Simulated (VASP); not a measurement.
Input of a VASP 6.6.1 run:

The input INCAR:

```
PREC = Accurate ; ENCUT = 520
EDIFF = 1E-6 ; ISMEAR = 0
SIGMA = 0.05 ; LREAL = F
LASPH = T ; NELM = 60
ALGO = Normal ; ISIF = 2
LWAVE = F ; LCHARG = T
GGA = PE ; IVDW = 12
LELF = T ; LVHAR = T
NBANDS = 20
```

The input KPOINTS:

```
Automatic mesh
0
Gamma
  12 12 4
```

Contents of POSCAR:

```
Al2O3
1.0
    2.8410600741      0.0000000000      0.0000000000
   -1.4205300371      2.4604301978      0.0000000000
    0.0000000000      0.0000000000      9.4768057769
Al O
2 3
Direct
    0.0000000000      0.0000000000      0.1499923300
    0.0000000000      0.0000000000      0.8500076700
    0.3333333333      0.6666666667      0.2223169200
    0.6666666667      0.3333333333      0.0000000000
    0.3333333333      0.6666666667      0.7776830800
```

Potentials or basis: VASP PAW PBE potentials, release 64 (Al, O).

Launch:

```bash
$ cat potpaw_PBE.64/Al/POTCAR potpaw_PBE.64/O/POTCAR > POTCAR
$ mpirun -np 1 vasp_std > vasp.out
```

(1) Estimate the band gap on the k mesh.

(2) Predict the pressure.

(3) Predict the dispersion energy per atom.

## Answers

(1) 5.18 eV, indirect (least direct gap 5.43 eV).

(2) 2.0 GPa.

(3) -0.170 eV.

Caveat: the cell differs from its parent crystal (strain -0.015 along x and y, +0.015 along z).
